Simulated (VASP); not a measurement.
# BN (P1) in VASP: notebook, part 2 of 2

VASP 6.6.1. The steps go on from the part before.

## 3. Single point, PBEsol

This run uses another cell than the first one, of 8.87 Å³/atom.

INCAR

```
SYSTEM = BN
PREC = Accurate
ENCUT = 520
EDIFF = 1E-7
ISMEAR = 0
SIGMA = 0.01
LREAL = .FALSE.
LASPH = .TRUE.
NELM = 80
ALGO = Normal
ISIF = 2
LWAVE = .FALSE.
LCHARG = .TRUE.
GGA = PS
LELF = .TRUE.
LVHAR = .TRUE.
NBANDS = 11
```

KPOINTS

```
Automatic mesh
0
G
  10 10 6
  0 0 0
```

POSCAR

```
BN
1.0
    2.5692367170      0.0000000000      0.0000000000
   -1.2771305081      2.2293306170      0.0000000000
   -0.6460531044     -1.1146658207      3.0962893934
B N
1 1
Direct
    0.9796430000      0.9834990000      0.0018060000
    0.6685060000      0.3323850000      0.9849990000
```

Potentials or basis: VASP PAW PBE potentials, release 64 (B, N).

Run with:

```bash
> cat potpaw_PBE.64/B/POTCAR potpaw_PBE.64/N/POTCAR > POTCAR
> mpirun -np 1 vasp_std > vasp.out
```

OUTCAR:

```text
SYSTEM = BN
   PREC = Accurate
   ENCUT = 520
   EDIFF = 1E-7
   ISMEAR = 0
   LREAL = .FALSE.
   LASPH = .TRUE.
   NELM = 80
   ISIF = 2
   GGA = PS

 ion  position               nearest neighbor table
   1  0.980  0.983  0.002-   2 1.43   2 1.47   2 1.56
   2  0.669  0.332  0.985-   1 1.43   1 1.47   1 1.56

  LATTYP: Found a face centered orthorhombic cell.
 ALAT       =     2.5767136929
 B/A-ratio  =     1.7253462546
 C/A-ratio  =     2.4032855509

  Lattice vectors:

 A1 = (  -1.9231836125,   1.1146647963,   3.0962893934)
 A2 = (   0.6460531045,   1.1146647963,   3.0962893934)
 A3 = (  -1.2771305081,   2.2293306170,   0.0000000000)

Analysis of symmetry for initial positions (statically):
=====================================================================
 Subroutine PRICEL returns:
 Original cell was already a primitive cell.

 Routine SETGRP: Setting up the symmetry group for a
 face centered orthorhombic supercell.

 Subroutine GETGRP returns: Found  1 space group operations
 (whereof  1 operations were pure point group operations)
 out of a pool of  8 trial point group operations.

The static configuration has the point symmetry C_1 .

Analysis of symmetry for dynamics (positions and initial velocities):
=====================================================================
 Subroutine PRICEL returns:
 Original cell was already a primitive cell.

 Routine SETGRP: Setting up the symmetry group for a
 face centered orthorhombic supercell.

 Subroutine GETGRP returns: Found  1 space group operations
 (whereof  1 operations were pure point group operations)
 out of a pool of  8 trial point group operations.

The dynamic configuration has the point symmetry C_1 .

 Subroutine INISYM returns: Found  1 space group operations
 (whereof  1 operations are pure point group operations),
 and found     1 'primitive' translations

----------------------------------------------------------------------------------------

                                     Primitive cell

  volume of cell :      17.7345

  direct lattice vectors                    reciprocal lattice vectors
     2.569236717  0.000000000  0.000000000     0.389220656  0.222975260  0.161483650
    -1.277130508  2.229330617  0.000000000     0.000000000  0.448565140  0.161483688
    -0.646053104 -1.114665821  3.096289393     0.000000000  0.000000000  0.322967227

  length of vectors
     2.569236717  2.569236722  3.353635716     0.476746951  0.476746962  0.322967227

  position of ions in fractional coordinates (direct lattice)
     0.979643000  0.983499000  0.001806000
     0.668506000  0.332385000  0.984999000

  ion indices of the primitive-cell ions
   primitive index   ion index
                 1           1
                 2           2

----------------------------------------------------------------------------------------

 KPOINTS: Automatic mesh

Automatic generation of k-mesh.
 Grid dimensions read from file:
 generate k-points for:   10   10    6

 Generating k-lattice:

  Cartesian coordinates                     Fractional coordinates (reciprocal lattice)
     0.038922066  0.022297526  0.016148365     0.100000000 -0.000000000 -0.000000000
     0.000000000  0.044856514  0.016148369     0.000000000  0.100000000  0.000000000
[... 61 lines left out ...]
 [... further k-points ...]
   k-points           NKPTS =    304   k-points in BZ     NKDIM =    304   number of bands    NBANDS=     11
   number of dos      NEDOS =    301   number of ions     NIONS =      2
   total plane-waves  NPLWV =  11200
   dimension x,y,z NGX =    20 NGY =   20 NGZ =   28
   dimension x,y,z NGXF=    40 NGYF=   40 NGZF=   56
   ions per type =               1   1
   NGX,Y,Z   is equivalent  to a cutoff of  12.94, 12.94, 13.88 a.u.
   NGXF,Y,Z  is equivalent  to a cutoff of  25.88, 25.88, 27.76 a.u.
 SYSTEM =  BN
   PREC   = accura    normal or accurate (medium, high low for compatibility)
   ISTART =      0    job   : 0-new  1-cont  2-samecut
   ICHARG =      2    charge: 1-file 2-atom 10-const
   ISPIN  =      1    spin polarized calculation?
   LNONCOLLINEAR =      F non collinear calculations
   LSORBIT =      F    spin-orbit coupling
   LASPH  =      T    aspherical Exc in radial PAW
   ENCUT  =  520.0 eV  38.22 Ry    6.18 a.u.   4.78  4.78  6.24*2*pi/ulx,y,z
   NELM   =     80;   NELMIN=  2; NELMDL= -5     # of ELM steps
   EDIFF  = 0.1E-06   stopping-criterion for ELM
   LREAL  =      F    real-space projection
   EDIFFG = 0.1E-05   stopping-criterion for IOM
   NSW    =      0    number of steps for IOM
   IBRION =     -1    ionic relax: 0-MD 1-quasi-New 2-CG
   NFREE  =      0    steps in history (QN), initial steepest desc. (CG)
   ISIF   =      2    stress and relaxation
   ISYM   =      2    0-nonsym 1-usesym 2-fastsym
   POTIM  = 0.5000    time-step for ionic-motion
   TEBEG  =    0.0;   TEEND  =   0.0 temperature during run
   PSTRESS=    0.0 pullay stress
   NELECT =       8.0000    total number of electrons
   NUPDOWN=      -1.0000    fix difference up-down
   EMIN   =  10.00;   EMAX   =-10.00  energy-range for DOS
   EFERMI =   0.00;   METHOD = LEGACY
   ISMEAR =     0;   SIGMA  =   0.01  broadening in eV -4-tet -1-fermi 0-gaus
   EFERMI_NEDOS =   21; number of points for ismear=-14 and -15
   IALGO  =     38    algorithm
   IMIX   =      4    mixing-type and parameters
     AMIX     =   0.40;   BMIX     =  1.00
     AMIX_MAG =   1.60;   BMIX_MAG =  1.00
  volume/ion in A,a.u.               =       8.87        59.84
  Fermi-wavevector in a.u.,A,eV,Ry     =   1.255543  2.372631 21.448049  1.576387
  Thomas-Fermi vector in A             =   2.389294
   LORBIT       =      0    0 simple, 1 ext, 2 COOP (PROOUT), +10 PAW based schemes
   GGA     = PS    functional components
   LHFCALC =     F    Hartree Fock is set to
   AEXX    =    0.0000 exact exchange contribution
   IVDW    =     0    specifies the selected vdW correction
   LEPSILON=     F    determine dielectric tensor
   LRPA    =     F    only Hartree local field effects (RPA)
 non-spin polarized calculation
 Gauss-broadening in eV      SIGMA  =   0.01
  energy-cutoff  :      520.00
  volume of cell :       17.73
 maximum number of plane-waves:       486
   NGX =  9   NGY =  9   NGZ = 13

 number of electron       8.0000000 magnetization

 Free energy of the ion-electron system (eV)
  ---------------------------------------------------
  ext. energy  EPLUGINS =         0.00000000
  ---------------------------------------------------
  free energy    TOTEN  =       -18.08328011 eV

  energy without entropy =      -18.08328011  energy(sigma->0) =      -18.08328011

 E-fermi :   2.9026     XC(G=0): -10.6006

 val. band max:        2.7623077026   @ k =   0.4000   0.4000   0.1667
 cond. band min:       5.5075712091   @ k =   0.5000   0.5000   0.5000
 fundamental gap:      2.7452635066
 Fermi energy:         2.9026481673

 k-point     1 :       0.0000    0.0000    0.0000
  band No.  band energies     occupation
      1     -14.9790      2.00000
      2      -0.8023      2.00000
      3       0.3093      2.00000
      4       1.8627      2.00000
      5       7.8050      0.00000
      6      12.3907      0.00000
      7      14.4086      0.00000
      8      14.7957      0.00000
      9      16.4131      0.00000
     10      26.6641      0.00000
     11      28.8707      0.00000
[... 309 lines left out ...]
 k-point    24 :      -0.3000    0.2000   -0.0000
  band No.  band energies     occupation
      1     -13.7104      2.00000
      2      -2.8295      2.00000
      3      -0.7855      2.00000
      4       0.5174      2.00000
      5       9.8691      0.00000
      6      11.8848      0.00000
      7      12.9824      0.00000
      8      17.4244      0.00000
      9      19.4551      0.00000
     10      21.9340      0.00000
     11      26.3725      0.00000

 [... further k-points ...]

------------------------ aborting loop because EDIFF is reached ----------------------------------------

  FORCE on cell =-STRESS in cart. coord.  units (eV):
  Direction    XX          YY          ZZ          XY          YZ          ZX
  --------------------------------------------------------------------------------------
  -------------------------------------------------------------------------------------
  Total       -3.0988380     -2.3431197      0.3560142     -0.3048373      0.1058204      0.0464282
  in kB     -279.9556988   -211.6824807     32.1630874    -27.5396583      9.5600442      4.1944195
  external PRESSURE =    -153.1583640 kB  Pullay stress =       0.0000000 kB

 VOLUME and BASIS-vectors are now :
 -----------------------------------------------------------------------------
  energy-cutoff  :      520.00
  volume of cell :       17.73
      direct lattice vectors                 reciprocal lattice vectors
     2.569236717  0.000000000  0.000000000     0.389220656  0.222975260  0.161483650
    -1.277130508  2.229330617  0.000000000     0.000000000  0.448565140  0.161483688
    -0.646053104 -1.114665821  3.096289393     0.000000000  0.000000000  0.322967227

 POSITION                                       TOTAL-FORCE (eV/Angst)
 -----------------------------------------------------------------------------------
      1.25971      2.19053      0.00559         1.391683      1.752560     -0.625229
      0.65669     -0.35695      3.04984        -1.391683     -1.752560      0.625229
 -----------------------------------------------------------------------------------
    total drift:                                0.000002     -0.000088      0.000052

  FREE ENERGIE OF THE ION-ELECTRON SYSTEM (eV)
  ---------------------------------------------------
  free  energy   TOTEN  =       -18.0832801059 eV

  energy  without entropy=      -18.0832801059  energy(sigma->0) =      -18.08328011
```

OSZICAR:

```text
N       E                     dE             d eps       ncg     rms          rms(c)
DAV:   1     0.113791561705E+02    0.11379E+02   -0.45937E+03  6848   0.684E+02
DAV:   2    -0.188058433964E+02   -0.30185E+02   -0.29113E+02  7912   0.157E+02
DAV:   3    -0.195382998738E+02   -0.73246E+00   -0.73134E+00  8124   0.224E+01
DAV:   4    -0.195402168968E+02   -0.19170E-02   -0.19170E-02  7273   0.127E+00
DAV:   5    -0.195402232871E+02   -0.63903E-05   -0.63903E-05  8173   0.659E-02    0.735E+00
DAV:   6    -0.182275940360E+02    0.13126E+01   -0.48665E+00  7768   0.118E+01    0.338E+00
DAV:   7    -0.181182054977E+02    0.10939E+00   -0.15853E-01  7965   0.316E+00    0.207E+00
DAV:   8    -0.180833051258E+02    0.34900E-01   -0.82963E-02  7987   0.181E+00    0.206E-01
DAV:   9    -0.180831579141E+02    0.14721E-03   -0.24358E-03  7258   0.386E-01    0.115E-01
DAV:  10    -0.180832710841E+02   -0.11317E-03   -0.27851E-04  7642   0.133E-01    0.201E-02
DAV:  11    -0.180832785490E+02   -0.74648E-05   -0.13838E-05  7667   0.277E-02    0.160E-02
DAV:  12    -0.180832800489E+02   -0.14999E-05   -0.36181E-06  7396   0.128E-02    0.954E-04
DAV:  13    -0.180832801059E+02   -0.57011E-07   -0.16233E-07  7764   0.344E-03
   1 F= -.18083280E+02 E0= -.18083280E+02  d E =-.547102E-90
```

stdout:

```text
POSCAR found type information on POSCAR B N
 POSCAR found :  2 types and       2 ions
 scaLAPACK will be used
 -----------------------------------------------------------------------------
|                                                                             |
|                                                                             |
[... 21 lines left out ...]
|     Results are often still useful ...                                      |
|                                                                             |
 -----------------------------------------------------------------------------

 POSCAR, INCAR and KPOINTS ok, starting setup
 FFT: planning ... GRIDC
 FFT: planning ... GRID_SOFT
 FFT: planning ... GRID
 WAVECAR not read
 entering main loop
```

Wall time 64 s (1 thread of Intel Xeon 8259CL, shared host); peak memory 0.17 GiB.

Results:

| Item | Value |
| --- | --- |
| Free energy | -18.0833 eV |
| Pressure | -15.3 GPa |
| Largest force | 2.324 eV/Å |
| Band gap on the k mesh | 2.75 eV (least direct gap 4.36 eV) |

Forces in eV/Å, atoms in the order of the input:
```
B    1.392  1.753 -0.625
N   -1.392 -1.753  0.625
```

Caveat: the cell stands under tension; the PAW data sets were made with another functional, which shifts forces and pressure a little. A k mesh can miss the band edges.

## 4. Single point, PBEsol

This run uses another cell than the first one, of 9.07 Å³/atom.

INCAR

```
ALGO     = Normal         # electronic algorithm
EDIFF    = 1E-6           # SCF threshold, eV
ENCUT    = 520            # plane-wave cutoff, eV
GGA      = PS             # functional
ISIF     = 2              # what is computed and relaxed
ISMEAR   = 0              # smearing method
LASPH    = T              # aspherical terms in the spheres
LCHARG   = F              # write CHGCAR
LREAL    = F              # projectors in reciprocal space
LWAVE    = F              # write WAVECAR
NBANDS   = 11             # bands
NELM     = 80             # most SCF steps
PREC     = Accurate       # precision mode
SIGMA    = 0.01           # smearing width, eV
```

KPOINTS

```
k-points
0
Gamma
  10 10 6
```

POSCAR

```
BN
1.0
    2.5890008530      0.0000000000      0.0000000000
   -1.2869549750      2.2464799879      0.0000000000
   -0.6510229390     -1.1232405101      3.1201079402
B N
1 1
Direct
    0.9796430000      0.9834990000      0.0018060000
    0.6685060000      0.3323850000      0.9849990000
```

Run with:

```bash
> cat potpaw_PBE.64/B/POTCAR potpaw_PBE.64/N/POTCAR > POTCAR
> mpirun -np 1 vasp_std > vasp.out
```

Wall time 53 s (1 thread of Intel Xeon 8259CL, shared host); peak memory 0.17 GiB.

Results (log left out):

* Free energy: -18.0383 eV
* Pressure: -19.9 GPa
* Largest force: 2.203 eV/Å
* Band gap on the k mesh: 2.75 eV (least direct gap 4.30 eV)

Forces in eV/Å, atoms in the order of the input:
```
B    1.311  1.652 -0.635
N   -1.311 -1.652  0.635
```

Stress tensor (GPa, compression positive):
```
-33.81  -2.07   0.38
 -2.07 -28.56   0.89
  0.38   0.89   2.76
```

Levels at points of the mesh, in eV from the valence-band top:
```csv
k point,band 2,band 3,band 4,band 5,band 6,band 7
"(0.00, 0.00, 0.00)",-3.49,-2.45,-0.92,4.96,9.47,11.46
"(0.50, 0.00, 0.00)",-8.64,-4.64,-1.45,4.64,8.45,12.78
"(0.00, 0.50, 0.00)",-8.95,-3.92,-0.96,3.59,8.61,13.04
"(0.50, 0.50, 0.00)",-9.09,-4.07,-0.14,5.78,8.08,11.70
"(0.00, 0.00, 0.50)",-6.44,-2.47,-0.96,9.12,9.81,10.76
"(0.50, 0.00, 0.50)",-8.65,-4.64,-1.36,4.34,8.49,12.97
"(0.00, 0.50, 0.50)",-8.94,-3.92,-1.05,3.79,8.54,12.96
"(0.50, 0.50, 0.50)",-8.61,-4.20,-1.98,2.75,8.18,14.46
```

Caveat: the cell stands under tension; the PAW data sets were made with another functional, which shifts forces and pressure a little. A k mesh can miss the band edges.

## 5. Summary

```csv
cell,gap on the mesh (eV),pressure (GPa),largest force (eV/Å)
"a = 2.549, b = 2.549, c = 3.327 Å, angles 101.1, 101.1, 119.8°, 2 atoms",2.73,-10.2,2.45
"a = 2.569, b = 2.569, c = 3.354 Å, angles 101.1, 101.1, 119.8°, 2 atoms",2.75,-15.3,2.32
"a = 2.589, b = 2.589, c = 3.379 Å, angles 101.1, 101.1, 119.8°, 2 atoms",2.75,-19.9,2.20
```

Alike in all rows: task single point; level PBEsol; potentials or basis VASP PAW PBE potentials, release 64 (B, N); no spin polarisation; k mesh 10 × 10 × 6; cutoff (eV) 520; smearing gaussian 0.01 eV.

Caveats: the cell stands under tension; the PAW data sets were made with another functional, which shifts forces and pressure a little.

Total energies depend on the potentials used, so only differences within one code and one set of settings carry meaning.
